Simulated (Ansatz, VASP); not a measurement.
Two plane-wave programs on C

The input INCAR:

```
PREC = Accurate ; ENCUT = 600
EDIFF = 1E-6 ; ISMEAR = -1
SIGMA = 0.05 ; LREAL = F
LASPH = T ; NELM = 120
ALGO = Normal ; ISIF = 2
LWAVE = F ; LCHARG = F
GGA = PE ; NBANDS = 11
GGA_COMPAT = F
```

KPOINTS

```
Automatic mesh
0
Gamma
  14 14 14
```

POSCAR

```
C
1.0
    0.0000000000      1.7833200000      1.7833200000
    1.7833200000      0.0000000000      1.7833200000
    1.7833200000      1.7833200000      0.0000000000
C
2
Direct
    0.7500000000      0.7500000000      0.7500000000
    0.5000000000      0.5000000000      0.5000000000
```

Input for Ansatz:

```yaml
crystal:
  lattice:
    - [0.0, 1.78332, 1.78332]
    - [1.78332, 0.0, 1.78332]
    - [1.78332, 1.78332, 0.0]
  atoms:
    - { symbol: C, position: [0.75, 0.75, 0.75] }
    - { symbol: C, position: [0.5, 0.5, 0.5] }
hamiltonian:
  xc: pbe
  pseudopotentials: { kind: paw }
basis:
  ecutwfc: 420
kpoints:
  mp_grid: { grid: [14, 14, 14] }
scf:
  occupations: { method: fermi_dirac, width: 0.05 }
  lower_state_search: "off"
  algorithm: density_mixing
  max_iter: 50
  mixing: { algorithm: broyden, ndim: 8, beta: 0.3 }
output:
  forces: true
  stress: true
```

Alike in both runs: task single point; functional PBE; k mesh 14 × 14 × 14; occupations fermi-dirac, width 0.05 eV; no spin polarisation.

|  | VASP | Ansatz |
| --- | --- | --- |
| version | VASP 6.6.1 | Ansatz 0.2.0 |
| potentials or method | VASP PAW PBE potentials, release 64 (C), cutoff 600 eV | PAW, plane waves, scalar-relativistic |
| valence electrons in the cell | 8 | 8 |

```csv
,VASP,Ansatz,Ansatz less VASP
pressure (GPa),1.8,1.8,0.00
```

The functional is the same, so the differences come from potentials, cutoffs and numerics.
